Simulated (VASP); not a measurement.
Input of a VASP 6.6.1 run:

INCAR

```
SYSTEM = Ru
ALGO = Normal ; EDIFF = 1E-8
ENCUT = 520 ; GGA = CA
ISIF = 2 ; ISMEAR = -1
LASPH = .True. ; LCHARG = .False.
LEFG = .True. ; LREAL = .False.
LWAVE = .False. ; NBANDS = 21
NELM = 60 ; PREC = Accurate
SIGMA = 0.05
```

Contents of KPOINTS:

```
k-points
0
Gamma
  20 20 11
  0 0 0
```

File POSCAR:

```
Ru
1.0
    2.7058000000      0.0000000000      0.0000000000
   -1.3529000000      2.3432915376      0.0000000000
    0.0000000000      0.0000000000      4.2819000000
Ru
2
Direct
    0.3333333333      0.6666666667      0.2500000000
    0.6666666667      0.3333333333      0.7500000000
```

Potentials or basis: VASP PAW LDA potentials, release 64 (Ru_pv).

The run is started by

```bash
$ cat potpaw_LDA.64/Ru_pv/POTCAR > POTCAR
$ mpirun -np 1 vasp_std > vasp.out
```

Q: Estimate the pressure.

A: -11.5 GPa.

Q: Estimate the band gap on the k mesh.

A: Zero (bands 14 and 15 overlap by 3.26 eV).

Electric field gradients, principal values (V/Å²):
| atom | least | middle | greatest (by size) |
| --- | --- | --- | --- |
| 1 Ru | 8.001 | 8.005 | -16.005 |
| 2 Ru | 8.001 | 8.005 | -16.005 |

Caveat: the cell stands under tension; without QUAD_EFG the Cq values of the log hold for a quadrupole moment of 1 mb, not for the nuclei.
